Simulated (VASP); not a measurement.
Sc2As3Se3:

```
Sc As Se
1.0
     5.19168    0.00000    0.00000
    -2.59584    4.49612    0.00000
     0.00000    0.00000    9.33606
Sc As Se
2 3 3
Cartesian
  0.0000 2.9974 4.6680
  0.0000 2.9974 0.0000
  0.0000 0.0000 0.0000
  2.5958 1.4987 2.6459
  2.5958 1.4987 6.6902
  2.5958 1.4987 4.6680
  0.0000 2.9974 6.7882
  0.0000 2.9974 2.5478
```

The cell was generated, and may not be a known phase.

```yaml
Program: VASP 6.6.1
Task: relaxation of cell and atoms
Functional: PBE
Potentials_or_basis: VASP PAW PBE potentials, release 64 (Sc_sv, As, Se)
Cutoff: 600 eV
k_mesh: 4 × 4 × 2
Occupations: gaussian, width 0.2 eV
Spin: no spin polarisation
```

At the start: pressure 15.7 GPa; volume 27.24 Å³/atom.

Task: Where does the relaxation end?

Result: Over 34 steps the energy falls by 1121.4 meV/atom and the volume is 25.10 Å³/atom (-7.9 %); space group P-6m2 (No. 187, to 0.1 Å) before and after.

Step by step:
```tsv
step	energy change (eV)	largest force (eV/Å)	pressure (GPa)	volume (Å³)
1	0.0000	8.1595	15.74	217.93
2	-4.1702	0.2329	-8.92	300.04
3	-6.2417	0.6894	-6.56	256.07
4	-6.2633	0.7930	-6.27	254.47
5	-6.2771	1.0286	-5.60	251.17
6	-7.6222	0.8307	-2.52	220.99
7	-7.8404	0.7503	0.20	208.29
8	-7.8439	0.7386	0.81	206.07
9	-7.8440	0.7430	0.57	206.93
10	-7.8983	0.5745	-0.03	208.50
11	-7.9444	0.3758	-1.07	211.63
12	-7.9908	0.4092	-0.64	209.30
13	-8.0869	0.5594	0.82	202.39
14	-8.0077	1.4829	4.74	188.98
15	-8.1016	0.6532	1.89	198.24
16	-8.1198	0.6993	1.93	197.87
17	-8.1774	0.8379	2.06	196.78
18	-8.2950	1.1355	2.33	194.61
19	-8.3884	1.8061	3.17	190.29
20	-8.4317	1.8005	3.02	190.46
21	-8.5124	1.7215	2.70	190.97
22	-8.5383	1.1330	2.55	191.98
23	-8.5955	1.0701	1.80	193.88
24	-8.7213	0.9576	-0.16	199.65
25	-8.7706	0.6697	-3.18	211.52
26	-8.7885	0.7982	-2.18	207.02
27	-8.8821	0.5449	-1.93	206.54
28	-8.9440	0.1793	-1.39	205.86
29	-8.9463	0.1391	-1.23	205.69
30	-8.9650	0.1010	-0.39	202.48
31	-8.9676	0.0998	0.06	200.83
32	-8.9676	0.1001	0.09	200.73
33	-8.9687	0.0857	0.09	200.75
34	-8.9710	0.0496	0.08	200.82
```

Final structure:
```
Sc As Se
1.0
     4.55296    0.00000    0.00000
    -2.27648    3.94298    0.00000
     0.00000    0.00000   11.18620
Sc As Se
2 3 3
Direct
  0.33333 0.66667 0.50000
  0.33333 0.66667 0.00000
  0.00000 0.00000 0.00000
  0.66667 0.33333 0.17014
  0.66667 0.33333 0.82986
  0.66667 0.33333 0.50000
  0.33333 0.66667 0.75186
  0.33333 0.66667 0.24814
```

Caveat: a cell axis changed by over 15 % at a fixed basis, so the end point is rough; the relaxation stopped at a loose force limit of 0.08 eV/Å, so its end isn't a converged minimum.
